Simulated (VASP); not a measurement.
# AlN (Fm-3m) in VASP: notebook

The runs below take AlN through single point, relaxation of cell and atoms, with RPBE.

All numbers are computed with VASP 6.6.1; they aren't measurements. Logs are shortened: lines on timing, memory, paths and dates and some standing lists are left out, and cuts for length are marked.

## (1) The cell of the first run

It takes space group Fm-3m (No. 225, cubic). The conventional cell has a = 4.069 Å, b = 4.069 Å, c = 4.069 Å, α = 90.00°, β = 90.00°, γ = 90.00°. Al (site symmetry m-3m) has 6 N at 2.03 Å within 2.7 Å. N (site symmetry m-3m) has 6 Al at 2.03 Å within 2.7 Å.

## (2) Single point, RPBE

The input, INCAR:

```
PREC     = Accurate       # precision mode
ENCUT    = 600            # plane-wave cutoff, eV
EDIFF    = 1E-6           # SCF threshold, eV
ISMEAR   = 0              # smearing method
SIGMA    = 0.1            # smearing width, eV
LREAL    = F              # projectors in reciprocal space
LASPH    = T              # aspherical terms in the spheres
NELM     = 120            # most SCF steps
ALGO     = Normal         # electronic algorithm
ISIF     = 2              # what is computed and relaxed
LWAVE    = F              # write WAVECAR
LCHARG   = F              # write CHGCAR
GGA      = RP             # functional
NBANDS   = 11             # bands
GGA_COMPAT= F
```

The input, KPOINTS:

```
regular mesh
0
Gamma
  8 8 8
```

The input, POSCAR:

```
AlN
1.0
    0.0000000000      2.0345180000      2.0345180000
    2.0345180000      0.0000000000      2.0345180000
    2.0345180000      2.0345180000      0.0000000000
Al N
1 1
Direct
    0.5000000000      0.5000000000      0.5000000000
    0.0000000000      0.0000000000      0.0000000000
```

Potentials or basis: VASP PAW PBE potentials, release 64 (Al, N).

Command:

```console
cat potpaw_PBE.64/Al/POTCAR potpaw_PBE.64/N/POTCAR > POTCAR
mpirun -np 1 vasp_std > vasp.out
```

OUTCAR:

```text
PREC = Accurate
   ENCUT = 600
   EDIFF = 1E-6
   ISMEAR = 0
   LREAL = F
   LASPH = T
   NELM = 120
   ISIF = 2
   GGA = RP

 ion  position               nearest neighbor table
   1  0.500  0.500  0.500-   2 2.03   2 2.03   2 2.03   2 2.03   2 2.03   2 2.03
   2  0.000  0.000  0.000-   1 2.03   1 2.03   1 2.03   1 2.03   1 2.03   1 2.03

  LATTYP: Found a face centered cubic cell.
 ALAT       =     4.0690360000

  Lattice vectors:

 A1 = (   0.0000000000,   2.0345180000,   2.0345180000)
 A2 = (   2.0345180000,   0.0000000000,   2.0345180000)
 A3 = (   2.0345180000,   2.0345180000,   0.0000000000)

Analysis of symmetry for initial positions (statically):
=====================================================================
 Subroutine PRICEL returns:
 Original cell was already a primitive cell.

 Routine SETGRP: Setting up the symmetry group for a
 face centered cubic supercell.

 Subroutine GETGRP returns: Found 48 space group operations
 (whereof 48 operations were pure point group operations)
 out of a pool of 48 trial point group operations.

The static configuration has the point symmetry O_h .

Analysis of symmetry for dynamics (positions and initial velocities):
=====================================================================
 Subroutine PRICEL returns:
 Original cell was already a primitive cell.

 Routine SETGRP: Setting up the symmetry group for a
 face centered cubic supercell.

 Subroutine GETGRP returns: Found 48 space group operations
 (whereof 48 operations were pure point group operations)
 out of a pool of 48 trial point group operations.

The dynamic configuration has the point symmetry O_h .

 Subroutine INISYM returns: Found 48 space group operations
 (whereof 48 operations are pure point group operations),
 and found     1 'primitive' translations

----------------------------------------------------------------------------------------

                                     Primitive cell

  volume of cell :      16.8428

  direct lattice vectors                    reciprocal lattice vectors
     0.000000000  2.034518000  2.034518000    -0.245758455  0.245758455  0.245758455
     2.034518000  0.000000000  2.034518000     0.245758455 -0.245758455  0.245758455
     2.034518000  2.034518000  0.000000000     0.245758455  0.245758455 -0.245758455

  length of vectors
     2.877242948  2.877242948  2.877242948     0.425666130  0.425666130  0.425666130

  position of ions in fractional coordinates (direct lattice)
     0.500000000  0.500000000  0.500000000
     0.000000000  0.000000000  0.000000000

  ion indices of the primitive-cell ions
   primitive index   ion index
                 1           1
                 2           2

----------------------------------------------------------------------------------------

 KPOINTS: regular mesh

Automatic generation of k-mesh.
 Grid dimensions read from file:
 generate k-points for:    8    8    8

 Generating k-lattice:

  Cartesian coordinates                     Fractional coordinates (reciprocal lattice)
    -0.030719807  0.030719807  0.030719807     0.125000000  0.000000000  0.000000000
     0.030719807 -0.030719807  0.030719807     0.000000000  0.125000000  0.000000000
     0.030719807  0.030719807 -0.030719807     0.000000000  0.000000000  0.125000000

  Length of vectors
     0.053208266  0.053208266  0.053208266

  Shift w.r.t. Gamma in fractional coordinates (k-lattice)
     0.000000000  0.000000000  0.000000000

 Subroutine IBZKPT returns following result:
 ===========================================

 Found     29 irreducible k-points:

 Following reciprocal coordinates:
            Coordinates               Weight
  0.000000  0.000000  0.000000      1.000000
  0.125000  0.000000  0.000000      8.000000
  0.250000  0.000000  0.000000      8.000000
  0.375000  0.000000  0.000000      8.000000
  0.500000  0.000000  0.000000      4.000000
  0.125000  0.125000  0.000000      6.000000
[... 16 lines left out ...]
  0.500000  0.250000  0.125000     48.000000
 -0.375000  0.250000  0.125000     24.000000
 [... further k-points ...]
   k-points           NKPTS =     29   k-points in BZ     NKDIM =     29   number of bands    NBANDS=     11
   number of dos      NEDOS =    301   number of ions     NIONS =      2
   total plane-waves  NPLWV =  13824
   dimension x,y,z NGX =    24 NGY =   24 NGZ =   24
   dimension x,y,z NGXF=    48 NGYF=   48 NGZF=   48
   ions per type =               1   1
   NGX,Y,Z   is equivalent  to a cutoff of  13.87, 13.87, 13.87 a.u.
   NGXF,Y,Z  is equivalent  to a cutoff of  27.73, 27.73, 27.73 a.u.
 SYSTEM =  unknown system
   PREC   = accura    normal or accurate (medium, high low for compatibility)
   ISTART =      0    job   : 0-new  1-cont  2-samecut
   ICHARG =      2    charge: 1-file 2-atom 10-const
   ISPIN  =      1    spin polarized calculation?
   LNONCOLLINEAR =      F non collinear calculations
   LSORBIT =      F    spin-orbit coupling
   LASPH  =      T    aspherical Exc in radial PAW
   ENCUT  =  600.0 eV  44.10 Ry    6.64 a.u.   5.75  5.75  5.75*2*pi/ulx,y,z
   NELM   =    120;   NELMIN=  2; NELMDL= -5     # of ELM steps
   EDIFF  = 0.1E-05   stopping-criterion for ELM
   LREAL  =      F    real-space projection
   EDIFFG = 0.1E-04   stopping-criterion for IOM
   NSW    =      0    number of steps for IOM
   IBRION =     -1    ionic relax: 0-MD 1-quasi-New 2-CG
   NFREE  =      0    steps in history (QN), initial steepest desc. (CG)
   ISIF   =      2    stress and relaxation
   ISYM   =      2    0-nonsym 1-usesym 2-fastsym
   POTIM  = 0.5000    time-step for ionic-motion
   TEBEG  =    0.0;   TEEND  =   0.0 temperature during run
   PSTRESS=    0.0 pullay stress
   NELECT =       8.0000    total number of electrons
   NUPDOWN=      -1.0000    fix difference up-down
   EMIN   =  10.00;   EMAX   =-10.00  energy-range for DOS
   EFERMI =   0.00;   METHOD = LEGACY
   ISMEAR =     0;   SIGMA  =   0.10  broadening in eV -4-tet -1-fermi 0-gaus
   EFERMI_NEDOS =   21; number of points for ismear=-14 and -15
   IALGO  =     38    algorithm
   IMIX   =      4    mixing-type and parameters
     AMIX     =   0.40;   BMIX     =  1.00
     AMIX_MAG =   1.60;   BMIX_MAG =  1.00
  volume/ion in A,a.u.               =       8.42        56.83
  Fermi-wavevector in a.u.,A,eV,Ry     =   1.277321  2.413786 22.198561  1.631548
  Thomas-Fermi vector in A             =   2.409927
   LORBIT       =      0    0 simple, 1 ext, 2 COOP (PROOUT), +10 PAW based schemes
   GGA     = RP    functional components
   LHFCALC =     F    Hartree Fock is set to
   AEXX    =    0.0000 exact exchange contribution
   IVDW    =     0    specifies the selected vdW correction
   LEPSILON=     F    determine dielectric tensor
   LRPA    =     F    only Hartree local field effects (RPA)
 non-spin polarized calculation
 Gauss-broadening in eV      SIGMA  =   0.10
  energy-cutoff  :      600.00
  volume of cell :       16.84
 maximum number of plane-waves:       588
   NGX = 11   NGY = 11   NGZ = 11

 number of electron       7.9999999 magnetization

 Free energy of the ion-electron system (eV)
  ---------------------------------------------------
  ext. energy  EPLUGINS =         0.00000000
  ---------------------------------------------------
  free energy    TOTEN  =       -13.78221903 eV

  energy without entropy =      -13.78221903  energy(sigma->0) =      -13.78221903

 E-fermi :  10.2592     XC(G=0): -12.0998

 val. band max:        9.8348138324   @ k =   0.0000   0.0000   0.0000
 cond. band min:      14.3691114781   @ k =   0.5000   0.5000   0.0000
 fundamental gap:      4.5342976457
 Fermi energy:        10.2591751641

 k-point     1 :       0.0000    0.0000    0.0000
  band No.  band energies     occupation
      1      -7.5968      2.00000
      2       9.8348      2.00000
      3       9.8348      2.00000
      4       9.8348      2.00000
      5      15.2609      0.00000
      6      21.9485      0.00000
      7      21.9485      0.00000
      8      21.9485      0.00000
      9      27.0256      0.00000
     10      27.4786      0.00000
     11      27.4786      0.00000

 k-point     2 :       0.1250    0.0000    0.0000
  band No.  band energies     occupation
      1      -7.2847      2.00000
      2       8.3377      2.00000
      3       9.6543      2.00000
      4       9.6543      2.00000
      5      16.1483      0.00000
      6      20.7843      0.00000
      7      22.3566      0.00000
      8      22.3566      0.00000
      9      25.5873      0.00000
     10      25.5873      0.00000
     11      27.8457      0.00000

 k-point     3 :       0.2500    0.0000    0.0000
  band No.  band energies     occupation
      1      -6.3987      2.00000
      2       5.5330      2.00000
      3       9.2618      2.00000
      4       9.2618      2.00000
      5      16.5619      0.00000
      6      20.8560      0.00000
      7      22.0770      0.00000
      8      22.0770      0.00000
      9      25.9180      0.00000
     10      25.9180      0.00000
     11      26.8480      0.00000

 k-point     4 :       0.3750    0.0000    0.0000
  band No.  band energies     occupation
      1      -5.1736      2.00000
      2       2.9019      2.00000
      3       8.9166      2.00000
      4       8.9166      2.00000
      5      16.0804      0.00000
      6      21.1295      0.00000
      7      21.1295      0.00000
      8      22.3006      0.00000
      9      26.0238      0.00000
     10      28.4857      0.00000
     11      28.4857      0.00000
[... 239 lines left out ...]
 k-point    22 :       0.3750    0.2500    0.1250
  band No.  band energies     occupation
      1      -5.6701      2.00000
      2       5.1519      2.00000
      3       7.3324      2.00000
      4       8.6810      2.00000
      5      18.3179      0.00000
      6      18.6270      0.00000
      7      20.0055      0.00000
      8      23.5898      0.00000
      9      24.9113      0.00000
     10      29.2821      0.00000
     11      31.1848      0.00000

 k-point    23 :       0.5000    0.2500    0.1250
  band No.  band energies     occupation
      1      -4.5761      2.00000
      2       3.4658      2.00000
      3       6.4214      2.00000
      4       8.1568      2.00000
      5      18.0827      0.00000
      6      18.9050      0.00000
      7      20.5581      0.00000
      8      22.9924      0.00000
      9      26.6558      0.00000
     10      29.8001      0.00000
     11      31.6164      0.00000

 k-point    24 :      -0.3750    0.2500    0.1250
  band No.  band energies     occupation
      1      -3.9583      2.00000
      2       2.5380      2.00000
      3       6.1984      2.00000
      4       7.8954      2.00000
      5      18.1591      0.00000
      6      18.3245      0.00000
      7      22.0258      0.00000
      8      22.5188      0.00000
      9      27.8160      0.00000
     10      28.7306      0.00000
     11      32.1236      0.00000

 [... further k-points ...]

------------------------ aborting loop because EDIFF is reached ----------------------------------------

  FORCE on cell =-STRESS in cart. coord.  units (eV):
  Direction    XX          YY          ZZ          XY          YZ          ZX
  --------------------------------------------------------------------------------------
  -------------------------------------------------------------------------------------
  Total        0.4255148      0.4255148      0.4255148      0.0000000      0.0000000      0.0000000
  in kB       40.4772128     40.4772128     40.4772128      0.0000000      0.0000000      0.0000000
  external PRESSURE =      40.4772128 kB  Pullay stress =       0.0000000 kB

 VOLUME and BASIS-vectors are now :
 -----------------------------------------------------------------------------
  energy-cutoff  :      600.00
  volume of cell :       16.84
      direct lattice vectors                 reciprocal lattice vectors
     0.000000000  2.034518000  2.034518000    -0.245758455  0.245758455  0.245758455
     2.034518000  0.000000000  2.034518000     0.245758455 -0.245758455  0.245758455
     2.034518000  2.034518000  0.000000000     0.245758455  0.245758455 -0.245758455

 POSITION                                       TOTAL-FORCE (eV/Angst)
 -----------------------------------------------------------------------------------
      2.03452      2.03452      2.03452         0.000000     -0.000000      0.000000
      0.00000      0.00000      0.00000        -0.000000      0.000000     -0.000000
 -----------------------------------------------------------------------------------
    total drift:                                0.000000     -0.000000     -0.000000

  FREE ENERGIE OF THE ION-ELECTRON SYSTEM (eV)
  ---------------------------------------------------
  free  energy   TOTEN  =       -13.7822190341 eV

  energy  without entropy=      -13.7822190341  energy(sigma->0) =      -13.78221903
```

Wall time 8.7 s (1 thread of Intel Xeon 8259CL, shared host); peak memory 0.13 GiB.

What came out:

```
Free energy            : -13.7822 eV
Pressure               : 4.0 GPa
Band gap on the k mesh : 4.53 eV (least direct gap 5.43 eV)
```

Caveat: the cell stands under pressure; the PAW data sets were made with another functional, which shifts forces and pressure a little. A k mesh can miss the band edges.

## (3) Single point, RPBE

This run uses another cell than the first one, of 8.58 Å³/atom.

The input, INCAR:

```
SYSTEM = AlN
  ALGO = Normal
  EDIFF = 1E-6
  ENCUT = 600
  GGA = RP
  GGA_COMPAT = .False.
  ISIF = 2
  ISMEAR = 0
  LASPH = .True.
  LCHARG = .False.
  LREAL = .False.
  LWAVE = .False.
  NBANDS = 11
  NELM = 120
  PREC = Accurate
  SIGMA = 0.02
```

The input, KPOINTS:

```
k-points
0
Gamma
  10 10 10
  0 0 0
```

The input, POSCAR:

```
AlN
1.0
    0.0000000000      2.0473460335      2.0473460335
    2.0473460335      0.0000000000      2.0473460335
    2.0473460335      2.0473460335      0.0000000000
Al N
1 1
Direct
    0.5000000000      0.5000000000      0.5000000000
    0.0000000000      0.0000000000      0.0000000000
```

Potentials or basis: VASP PAW PBE potentials, release 64 (Al, N).

Command:

```console
cat potpaw_PBE.64/Al/POTCAR potpaw_PBE.64/N/POTCAR > POTCAR
mpirun -np 1 vasp_std > vasp.out
```

Run time: 11 s. Hardware: 1 thread of Intel Xeon 8259CL, shared host; peak memory 0.14 GiB.

Results (log left out):

```
Free energy            : -13.7864 eV
Pressure               : -0.7 GPa
Band gap on the k mesh : 4.36 eV (least direct gap 5.16 eV)
```

Levels at points of the mesh, in eV from the valence-band top:
| k point | band 2 | band 3 | band 4 | band 5 | band 6 | band 7 |
| --- | --- | --- | --- | --- | --- | --- |
| (0.00, 0.00, 0.00) | 0.00 | 0.00 | 0.00 | 5.16 | 12.05 | 12.05 |
| (0.50, 0.00, 0.00) | -8.05 | -1.02 | -1.02 | 5.91 | 10.78 | 10.78 |
| (0.50, 0.50, 0.00) | -7.13 | -2.70 | -2.70 | 4.36 | 5.37 | 13.67 |

Caveat: the PAW data sets were made with another functional, which shifts forces and pressure a little.

[end of part 1 of 2]
